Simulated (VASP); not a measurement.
# NaCl (Fm-3m) in VASP: elastic constants with PBE+D3(BJ)

Aim: the elastic constants of NaCl with PBE+D3(BJ).

Program: VASP 6.6.1. These are calculated values, not measurements. Logs are shortened: lines on timing, memory, paths and dates and some standing lists are left out, and cuts for length are marked.

### 1 The cell of the first run

The structure is cubic, space group Fm-3m (No. 225). Conventional cell: a = 5.282 Å, b = 5.282 Å, c = 5.282 Å, α = 90.00°, β = 90.00°, γ = 90.00°. Na (site symmetry m-3m) has 6 Cl at 2.64 Å within 3.5 Å. Cl (site symmetry m-3m) has 6 Na at 2.64 Å within 3.5 Å.

### 2 Elastic constants, PBE+D3(BJ)

INCAR

```
SYSTEM = NaCl
  ALGO = Normal
  EDIFF = 1E-8
  ENCUT = 600
  GGA = PE
  IBRION = 6
  ISIF = 3
  ISMEAR = 0
  IVDW = 12
  LASPH = .True.
  LCHARG = .False.
  LREAL = .False.
  LWAVE = .False.
  NBANDS = 14
  NELM = 80
  NFREE = 2
  NSW = 1
  POTIM = 0.015
  PREC = Accurate
  SIGMA = 0.01
```

KPOINTS

```
k-points
0
Gamma
  8 8 8
  0 0 0
```

POSCAR

```
NaCl
1.0
    0.0000000000      2.6408139948      2.6408139948
    2.6408139948      0.0000000000      2.6408139948
    2.6408139948      2.6408139948      0.0000000000
Na Cl
1 1
Direct
    0.0000000000      0.0000000000      0.0000000000
    0.5000000000      0.5000000000      0.5000000000
```

Potentials or basis: VASP PAW PBE potentials, release 64 (Na_pv, Cl).

The run is started by

```
$ cat potpaw_PBE.64/Na_pv/POTCAR potpaw_PBE.64/Cl/POTCAR > POTCAR
$ mpirun -np 1 vasp_std > vasp.out
```

OUTCAR:

```text
SYSTEM = NaCl
   EDIFF = 1E-8
   ENCUT = 600
   GGA = PE
   IBRION = 6
   ISIF = 3
   ISMEAR = 0
   IVDW = 12
   LASPH = .True.
   LREAL = .False.
   NELM = 80
   NFREE = 2
   NSW = 1
   POTIM = 0.015
   PREC = Accurate
 IVDW          = 12

 ion  position               nearest neighbor table
   1  0.000  0.000  0.000-   2 2.64   2 2.64   2 2.64   2 2.64   2 2.64   2 2.64
   2  0.500  0.500  0.500-   1 2.64   1 2.64   1 2.64   1 2.64   1 2.64   1 2.64

  LATTYP: Found a face centered cubic cell.
 ALAT       =     5.2816279896

  Lattice vectors:

 A1 = (   0.0000000000,   2.6408139948,   2.6408139948)
 A2 = (   2.6408139948,   0.0000000000,   2.6408139948)
 A3 = (   2.6408139948,   2.6408139948,   0.0000000000)

Analysis of symmetry for initial positions (statically):
=====================================================================
 Subroutine PRICEL returns:
 Original cell was already a primitive cell.

 Routine SETGRP: Setting up the symmetry group for a
 face centered cubic supercell.

 Subroutine GETGRP returns: Found 48 space group operations
 (whereof 48 operations were pure point group operations)
 out of a pool of 48 trial point group operations.

The static configuration has the point symmetry O_h .

Analysis of symmetry for dynamics (positions and initial velocities):
=====================================================================
 Subroutine PRICEL returns:
 Original cell was already a primitive cell.

 Routine SETGRP: Setting up the symmetry group for a
 face centered cubic supercell.

 Subroutine GETGRP returns: Found 48 space group operations
 (whereof 48 operations were pure point group operations)
 out of a pool of 48 trial point group operations.

The dynamic configuration has the point symmetry O_h .

 Subroutine INISYM returns: Found 48 space group operations
 (whereof 48 operations are pure point group operations),
 and found     1 'primitive' translations

----------------------------------------------------------------------------------------

                                     Primitive cell

  volume of cell :      36.8335

  direct lattice vectors                    reciprocal lattice vectors
     0.000000000  2.640813995  2.640813995    -0.189335561  0.189335561  0.189335561
     2.640813995  0.000000000  2.640813995     0.189335561 -0.189335561  0.189335561
     2.640813995  2.640813995  0.000000000     0.189335561  0.189335561 -0.189335561

  length of vectors
     3.734674967  3.734674967  3.734674967     0.327938812  0.327938812  0.327938812

  position of ions in fractional coordinates (direct lattice)
     0.000000000  0.000000000  0.000000000
     0.500000000  0.500000000  0.500000000

  ion indices of the primitive-cell ions
   primitive index   ion index
                 1           1
                 2           2

----------------------------------------------------------------------------------------

 KPOINTS: k-points

Automatic generation of k-mesh.
 Grid dimensions read from file:
 generate k-points for:    8    8    8

 Generating k-lattice:

  Cartesian coordinates                     Fractional coordinates (reciprocal lattice)
    -0.023666945  0.023666945  0.023666945     0.125000000  0.000000000  0.000000000
     0.023666945 -0.023666945  0.023666945     0.000000000  0.125000000  0.000000000
     0.023666945  0.023666945 -0.023666945     0.000000000  0.000000000  0.125000000

  Length of vectors
     0.040992351  0.040992351  0.040992351

  Shift w.r.t. Gamma in fractional coordinates (k-lattice)
     0.000000000  0.000000000  0.000000000

 Subroutine IBZKPT returns following result:
[... 83 lines left out ...]
  energy-cutoff  :      600.00
  volume of cell :       36.83
 maximum number of plane-waves:      1249
 NGX is ok and might be reduce to    30
   NGX = 15   NGY = 15   NGZ = 15

--------------------------------------- Ionic step        1  -------------------------------------------

 number of electron      14.0000005 magnetization

 Free energy of the ion-electron system (eV)
  ---------------------------------------------------
  ext. energy  EPLUGINS =         0.00000000
  ---------------------------------------------------
  free energy    TOTEN  =        -6.56226357 eV

  energy without entropy =       -6.56226357  energy(sigma->0) =       -6.56226357

------------------------ aborting loop because EDIFF is reached ----------------------------------------

 Edisp (eV)   -0.52684

 E8    (eV) :    -0.2199
[... 105 lines left out ...]
  FREE ENERGIE OF THE ION-ELECTRON SYSTEM (eV)
  ---------------------------------------------------
  free  energy   TOTEN  =        -7.0624175483 eV

  energy  without entropy=       -7.0624175483  energy(sigma->0) =       -7.06241755

[... ionic steps 4 to 14 ...]

--------------------------------------- Ionic step       15  -------------------------------------------

 number of electron      14.0000003 magnetization

------------------------ aborting loop because EDIFF is reached ----------------------------------------
[... 75 lines left out ...]
--------------------------------------- Ionic step       17  -------------------------------------------

 number of electron      14.0000006 magnetization

 Free energy of the ion-electron system (eV)
  ---------------------------------------------------
  ext. energy  EPLUGINS =         0.00000000
  ---------------------------------------------------
  free energy    TOTEN  =        -6.56189814 eV

  energy without entropy =       -6.56189814  energy(sigma->0) =       -6.56189814

 E-fermi :   0.6634     XC(G=0):  -9.0423

 val. band max:        0.5785827231   @ k =   0.0000   0.0000   0.0000
 cond. band min:       6.5644828693   @ k =   0.0000   0.0000   0.0000
 fundamental gap:      5.9859001463
 Fermi energy:         0.6634062620

 k-point     1 :       0.0000    0.0000    0.0000
  band No.  band energies     occupation
      1     -19.9457      2.00000
      2     -19.9457      2.00000
      3     -19.9457      2.00000
      4     -12.6195      2.00000
      5       0.5786      2.00000
      6       0.5786      2.00000
      7       0.5786      2.00000
      8       6.5645      0.00000
      9      11.8323      0.00000
     10      11.8323      0.00000
     11      11.8323      0.00000
     12      14.2744      0.00000
     13      14.2750      0.00000
     14      16.2103      0.00000
[... 377 lines left out ...]
      1     -20.0038      2.00000
      2     -19.9641      2.00000
      3     -19.9552      2.00000
      4     -11.9745      2.00000
      5      -1.6646      2.00000
      6      -0.4924      2.00000
      7      -0.0143      2.00000
      8       9.3867      0.00000
      9      10.7819      0.00000
     10      11.8137      0.00000
     11      13.0153      0.00000
     12      15.9431      0.00000
     13      17.5736      0.00000
     14      18.4524      0.00000

 [... further k-points ...]

------------------------ aborting loop because EDIFF is reached ----------------------------------------

 Edisp (eV)   -0.52684

 E8    (eV) :    -0.2199
[... 25 lines left out ...]
  FREE ENERGIE OF THE ION-ELECTRON SYSTEM (eV)
  ---------------------------------------------------
  free  energy   TOTEN  =        -7.0887419348 eV

  energy  without entropy=       -7.0887419348  energy(sigma->0) =       -7.08874193

 INTERNAL STRAIN TENSORS FROM STRAINED CELLS
 ============================================

 INTERNAL STRAIN TENSOR FOR ION    1 for displacements in x,y,z  (eV/Angst):
          X           Y           Z          XY          YZ          ZX
  --------------------------------------------------------------------------------
  x    -0.00000     0.00000     0.00000     0.00000     0.00000     0.00000
  y    -0.00000    -0.00000     0.00000     0.00000     0.00000     0.00000
  z     0.00000    -0.00000     0.00000     0.00000     0.00000    -0.00000

 INTERNAL STRAIN TENSORS FROM DISPLACED ATOMS
 ============================================

 INTERNAL STRAIN TENSOR FOR ION    1 for displacements in x,y,z  (eV/Angst):
          X           Y           Z          XY          YZ          ZX
  --------------------------------------------------------------------------------
  x     0.00000     0.00000     0.00000     0.00000     0.00000     0.00000
  y     0.00000     0.00000     0.00000     0.00000     0.00000     0.00000
  z     0.00000     0.00000     0.00000     0.00000     0.00000     0.00000

 INTERNAL STRAIN TENSOR FOR ION    2 for displacements in x,y,z  (eV/Angst):
          X           Y           Z          XY          YZ          ZX
  --------------------------------------------------------------------------------
  x     0.00000     0.00000     0.00000     0.00000     0.00000     0.00000
  y     0.00000     0.00000     0.00000     0.00000     0.00000     0.00000
  z     0.00000     0.00000     0.00000     0.00000     0.00000     0.00000

 Eigenvectors and eigenvalues of the dynamical matrix
 ----------------------------------------------------

   1 f  =    7.548506 THz    47.428659 2PiTHz  251.791041 cm-1    31.218096 meV
             X         Y         Z           dx          dy          dz
      0.000000  0.000000  0.000000     0.779720   -0.000000   -0.000000
      2.640814  2.640814  2.640814    -0.626129    0.000000   -0.000000
[... 21 lines left out ...]
   6 f/i=    0.010337 THz     0.064948 2PiTHz    0.344797 cm-1     0.042749 meV
             X         Y         Z           dx          dy          dz
      0.000000  0.000000  0.000000    -0.004063   -0.614915    0.117901
      2.640814  2.640814  2.640814    -0.005060   -0.765755    0.146823

--------------------------------------------------------------------------------------------------------

 ELASTIC MODULI CONTR FROM IONIC RELAXATION (kBar)
 Direction    XX          YY          ZZ          XY          YZ          ZX
 --------------------------------------------------------------------------------
 XX           0.0000      0.0000      0.0000      0.0000      0.0000      0.0000
 YY           0.0000      0.0000      0.0000      0.0000      0.0000      0.0000
 ZZ           0.0000      0.0000      0.0000      0.0000      0.0000      0.0000
 XY           0.0000      0.0000      0.0000      0.0000      0.0000      0.0000
 YZ           0.0000      0.0000      0.0000      0.0000      0.0000      0.0000
 ZX           0.0000      0.0000      0.0000      0.0000      0.0000      0.0000
 --------------------------------------------------------------------------------

 TOTAL ELASTIC MODULI (kBar)
 Direction    XX          YY          ZZ          XY          YZ          ZX
 --------------------------------------------------------------------------------
 XX        1234.6756    132.0964    132.0964     -0.0000     -0.0000      0.0000
 YY         132.0964   1234.6756    132.0964      0.0000      0.0000     -0.0000
 ZZ         132.0964    132.0964   1234.6756     -0.0000     -0.0000     -0.0000
 XY          -0.0000      0.0000     -0.0000    128.9454      0.0000     -0.0000
 YZ          -0.0000      0.0000     -0.0000      0.0000    128.9454     -0.0000
 ZX           0.0000     -0.0000     -0.0000     -0.0000     -0.0000    128.9454
 --------------------------------------------------------------------------------
```

Wall time 18 min (1 thread of Intel Xeon 8259CL, shared host); peak memory 0.29 GiB.

What came out:

| Item | Value |
| --- | --- |
| Elastic constants C11, C12, C44 | 123, 13, 13 GPa |
| Voigt bulk modulus | 50 GPa |
| Highest phonon frequency at Γ, LO-TO splitting left out | 252 cm⁻¹ |
| Dispersion energy per atom | -0.263 eV |

Phonon frequencies in cm⁻¹ (negative: imaginary):
```tsv
q point	frequencies
(0.000, 0.000, 0.000)	0 0 0 252 252 252
```

Elastic tensor in Voigt notation (GPa, in the Cartesian axes of the cell as first typed):
```
123  13  13   0   0   0
 13 123  13   0   0   0
 13  13 123   0   0   0
  0   0   0  13   0   0
  0   0   0   0  13   0
  0   0   0   0   0  13
```

Clamped-ion elastic tensor (GPa):
```
123  13  13   0   0   0
 13 123  13   0   0   0
 13  13 123   0   0   0
  0   0   0  13   0   0
  0   0   0   0  13   0
  0   0   0   0   0  13
```

Caveat: the cell is under stress, which shifts elastic constants.
